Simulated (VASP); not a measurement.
Set up this calculation in VASP 6.6.1, as the native input.

| Item | Value |
| --- | --- |
| Task | single point |
| Functional | PBE |
| Potentials or basis | VASP PAW PBE potentials, release 64 (In_d, Se) |
| Cutoff | 520 eV |
| k mesh | 8 × 8 × 6 |
| Occupations | gaussian, width 0.05 eV |
| Spin | no spin polarisation |
| Dipole correction | no |
| Further INCAR settings | ALGO = Normal; EDIFF = 1e-06; NBANDS = 27 |

The structure of InSe lies in POSCAR:

```
InSe
1.0
    5.7418854575     -2.0623790766     -0.1306417848
    5.7418854575      2.0623790766     -0.1306417848
   -1.6623467844      0.0000000000      5.4603689881
In Se
2 2
Direct
    0.8949049572      0.8847606486      0.0632303726
    0.1050950428      0.1152393514      0.9367696274
    0.6794032498      0.6598627102      0.6935576746
    0.3205967502      0.3401372898      0.3064423254
```

This cell differs from its parent crystal: atoms displaced along several vibrational modes.

The input as run:

INCAR

```
PREC     = Accurate       # precision mode
ENCUT    = 520            # plane-wave cutoff, eV
EDIFF    = 1E-6           # SCF threshold, eV
ISMEAR   = 0              # smearing method
SIGMA    = 0.05           # smearing width, eV
LREAL    = F              # projectors in reciprocal space
LASPH    = T              # aspherical terms in the spheres
NELM     = 100            # most SCF steps
ALGO     = Normal         # electronic algorithm
ISIF     = 2              # what is computed and relaxed
LWAVE    = F              # write WAVECAR
LCHARG   = T              # write CHGCAR
GGA      = PE             # functional
LELF     = T              # ELF
LVHAR    = T            
NBANDS   = 27             # bands
```

KPOINTS

```
Automatic mesh
0
Gamma
  8 8 6
```

Potentials or basis: VASP PAW PBE potentials, release 64 (In_d, Se).

Command:

```bash
$ cat potpaw_PBE.64/In_d/POTCAR potpaw_PBE.64/Se/POTCAR > POTCAR
$ mpirun -np 1 vasp_std > vasp.out
```

It gave:

* Pressure: -0.1 GPa
* Largest force: 0.305 eV/Å
* Band gap on the k mesh: 1.02 eV (least direct gap 1.17 eV)

Caveat: the cell differs from its parent crystal (atoms displaced along several vibrational modes); spin-orbit coupling is left out, which moves the levels of the heavy elements.

Wall time 6.3 min on 1 thread of Intel(R) Xeon(R) 6975P-C (Granite Rapids) (shared host), peak memory 0.72 GiB.
